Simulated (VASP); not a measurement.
SrO, 2 atoms in the cell. It takes space group Fm-3m (No. 225, cubic). Conventional cell: a = 5.071 Å, b = 5.071 Å, c = 5.071 Å, α = 90.00°, β = 90.00°, γ = 90.00°. Within 3.3 Å of Sr (site symmetry m-3m) lie 6 O at 2.54 Å. O (site symmetry m-3m) has 6 Sr at 2.54 Å within 3.3 Å. 

| Item | Value |
| --- | --- |
| Program | VASP 6.6.1 |
| Task | single point |
| Functional | HSE06 |
| Potentials or basis | VASP PAW PBE potentials, release 64 (Sr_sv, O) |
| Cutoff | 520 eV |
| k mesh | 6 × 6 × 6 |
| Occupations | gaussian, width 0.01 eV |
| Spin | no spin polarisation |
| Dipole correction | no |
| Grid for exact exchange (PRECFOCK) | Normal |
| Further INCAR settings | ALGO = Normal; EDIFF = 1e-06; NBANDS = 15 |
| Share of exact exchange | 0.25 |
| Screening parameter | 0.2079 1/Å |

Potentials or basis: VASP PAW PBE potentials, release 64 (Sr_sv, O).

Run with:

```bash
$ cat potpaw_PBE.64/Sr_sv/POTCAR potpaw_PBE.64/O/POTCAR > POTCAR
$ cp INCAR.step1 INCAR
$ mpirun -np 1 vasp_std > vasp.out
$ cp INCAR.step2 INCAR
$ mpirun -np 1 vasp_std > vasp.out
```

Hardware: 1 thread of AMD EPYC 9R45 (Zen 5), on a shared host.

Question: How long does it take, and how much memory?

Answer: Wall time 20 min on 1 thread of AMD EPYC 9R45 (Zen 5) (shared host), peak memory 0.24 GiB. Counts: k points 16.
